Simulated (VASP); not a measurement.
Input of a VASP 6.6.1 run:

Contents of INCAR:

```
ALGO = Normal ; EDIFF = 1E-6
ENCUT = 520 ; GGA = PE
ISIF = 2 ; ISMEAR = 0
LASPH = True ; LCHARG = True
LELF = True ; LREAL = False
LVHAR = True ; LWAVE = False
NBANDS = 23 ; NELM = 80
PREC = Accurate ; SIGMA = 0.1
```

Contents of KPOINTS:

```
k-points
0
Gamma
  4 4 4
```

File POSCAR:

```
In2S
1.0
    3.9880224117      0.0000000000      0.0000000000
    0.0000000000      3.9880224117      0.0000000000
    0.0000000000      0.0000000000      5.4049536890
In S
2 1
Direct
    0.5000000000      0.0000000000      0.6602872680
    0.0000000000      0.5000000000      0.3397127320
    0.0000000000      0.0000000000      0.0000000000
```

Potentials or basis: VASP PAW PBE potentials, release 64 (In_d, S).

Run with:

```bash
$ cat potpaw_PBE.64/In_d/POTCAR potpaw_PBE.64/S/POTCAR > POTCAR
$ mpirun -np 1 vasp_std > vasp.out
```

(1) What does it give for the pressure?

(2) What does it give for the largest force?

(3) Estimate the band gap on the k mesh.

Answers

(1) 0.1 GPa.

(2) 0.019 eV/Å.

(3) zero (band 16 reaches 6.46 eV, above the bottom of band 17 at 3.68 eV).

Caveat: the k points lie up to 0.39 Å⁻¹ apart; spin-orbit coupling is left out, which moves the levels of the heavy elements.
